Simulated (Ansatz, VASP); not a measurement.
GaN: VASP beside Ansatz

Contents of POSCAR:

```
GaN
1.0
    0.0000000000      2.2489525415      2.3573520540
    2.2489525415      0.0000000000      2.3573520540
    2.2489525415      2.2489525415      0.0000000000
Ga N
1 1
Direct
    0.0000000000      0.0000000000      0.0000000000
    0.2500000000      0.2500000000      0.2500000000
```

Contents of INCAR.step1:

```
PREC = Accurate ; ENCUT = 520
ISMEAR = 0 ; SIGMA = 0.01
LREAL = F ; LASPH = T
NELM = 100 ; NBANDS = 16
GGA = PE ; ALGO = Normal
EDIFF = 1E-4 ; LWAVE = T
LCHARG = F
```

Contents of INCAR.step2:

```
PREC = Accurate ; ENCUT = 520
EDIFF = 1E-7 ; ISMEAR = 0
SIGMA = 0.01 ; LREAL = F
LASPH = T ; NELM = 100
ALGO = Normal ; ISIF = 2
LWAVE = F ; LCHARG = F
METAGGA = R2SCAN ; LMIXTAU = T
NBANDS = 16 ; ISTART = 1
```

The input KPOINTS:

```
regular mesh
0
Gamma
  10 10 10
```

Input for Ansatz:

```yaml
crystal:
  lattice:
    - [0.0, 2.2489525415, 2.357352054]
    - [2.2489525415, 0.0, 2.357352054]
    - [2.2489525415, 2.2489525415, 0.0]
  atoms:
    - { symbol: Ga, position: [0.0, 0.0, 0.0] }
    - { symbol: "N", position: [0.25, 0.25, 0.25] }
kpoints:
  mp_grid: { grid: [10, 10, 10] }
  band_path:
    path:
      - [0.0, 0.0, 0.0]
      - [-0.5, -0.5, 0.0]
      - [-0.375, -0.375, 0.25]
      - [-0.375, 0.0, 0.375]
      - [0.0, 0.0, 0.5]
      - [-0.5, -0.25, 0.25]
    npoints: 1
hamiltonian:
  xc: r2scan
scf:
  occupations: { method: fixed }
  n_extra_bands: 4
output:
  forces: true
  stress: true
  eigenvalues: true
```

Change from the starting cell: uniaxial_z strain +4.8%.

Alike in both runs: task single point; functional r2SCAN; k mesh 10 × 10 × 10; no spin polarisation.

```csv
,VASP,Ansatz
version,VASP 6.6.1,Ansatz 0.2.0
potentials or method,"VASP PAW PBE potentials, release 64 (Ga_d, N)","plane waves, PAW"
plane-wave cutoff (eV),520,500
occupations,"gaussian, width 0.01 eV",fixed
valence electrons in the cell,18,18
```

```csv
,VASP,Ansatz,Ansatz less VASP
gap on the k mesh at the Fermi level (eV),1.76,1.76,+0.006
pressure (GPa),-7.6,-8.5,-0.93
"traceless stress, the component that is largest in VASP (GPa)",-4.63,-4.68,-0.047
```

VASP's potentials were made for PBE, not for r2SCAN.
